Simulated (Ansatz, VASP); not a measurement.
# One calculation of Hf12H, two programs

```
Hf H
1.0
     6.40000    0.00000    0.00000
    -4.80000    8.31384    0.00000
     0.00000    0.00000    5.06240
Hf H
12 1
Direct
  0.00178 0.00615 0.99491
  0.16955 0.22541 0.49663
  0.00154 0.33504 0.00115
  0.16707 0.55510 0.49982
  0.00311 0.66250 0.99808
  0.17267 0.89277 0.49694
  0.49944 0.00133 0.99948
  0.66505 0.22151 0.49847
  0.49775 0.33133 0.00410
  0.66508 0.55043 0.50582
  0.49397 0.66353 0.00306
  0.66415 0.89408 0.50142
  0.83352 0.77877 0.74790
```

Alike in both runs: functional PBE; k mesh 3 × 2 × 3; occupations fermi-dirac, width 0.1 eV; no spin polarisation.

Ansatz relaxed the structure, and its values are those at the end. VASP's run is a single point on that final structure, the one shown.

|  | VASP | Ansatz |
| --- | --- | --- |
| version | VASP 6.6.1 | Ansatz 0.2.0 |
| potentials or method | VASP PAW PBE potentials, release 64 (Hf_pv, H), cutoff 520 eV | scalar-relativistic, plane waves, PAW |
| valence electrons in the cell | 121 | 313 |

|  | VASP | Ansatz | Ansatz less VASP |
| --- | --- | --- | --- |
| rms of the force components (eV/Å) | 0.027 | 0.028 | +0.0009 |

VASP's potentials hold 121 valence electrons a cell and Ansatz's 313, so a difference there can come from the potentials and not from the codes.

The k mesh is coarse, so the values compare programs but aren't converged. Spin-orbit coupling is off throughout.
